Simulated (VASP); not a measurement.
A run of VASP 6.6.1:

Contents of INCAR:

```
SYSTEM = CaC2
PREC = Accurate
ENCUT = 520
EDIFF = 1E-6
ISMEAR = 0
SIGMA = 0.05
LREAL = .FALSE.
LASPH = .TRUE.
NELM = 60
ALGO = Normal
ISIF = 2
LWAVE = .FALSE.
LCHARG = .FALSE.
NBANDS = 16
```

Contents of KPOINTS:

```
Automatic mesh
0
G
  9 9 9
  0 0 0
```

Contents of POSCAR:

```
CaC2
1.0
    1.8835953102      1.0874942594      4.2132578060
   -1.8835953102      1.0874942594      4.2132578060
    0.0000000000     -2.1749885188      4.2132578059
Ca C
1 2
Direct
    0.0000000000      0.0000000000      0.0000000000
    0.5529150000      0.5529150000      0.5529150000
    0.4470850000      0.4470850000      0.4470850000
```

Potentials or basis: VASP PAW LDA potentials, release 64 (Ca_sv, C).

Command:

```sh
$ cat potpaw_LDA.64/Ca_sv/POTCAR potpaw_LDA.64/C/POTCAR > POTCAR
$ mpirun -np 1 vasp_std > vasp.out
```

Hardware: 1 thread of Intel Xeon 8259CL, on a shared host.

Task: How long does it take, and how much memory?

Result: Wall time 2.2 min on 1 thread of Intel Xeon 8259CL, with other jobs on the host, peak memory 0.21 GiB. Counts: scf iterations 13, k points 85.
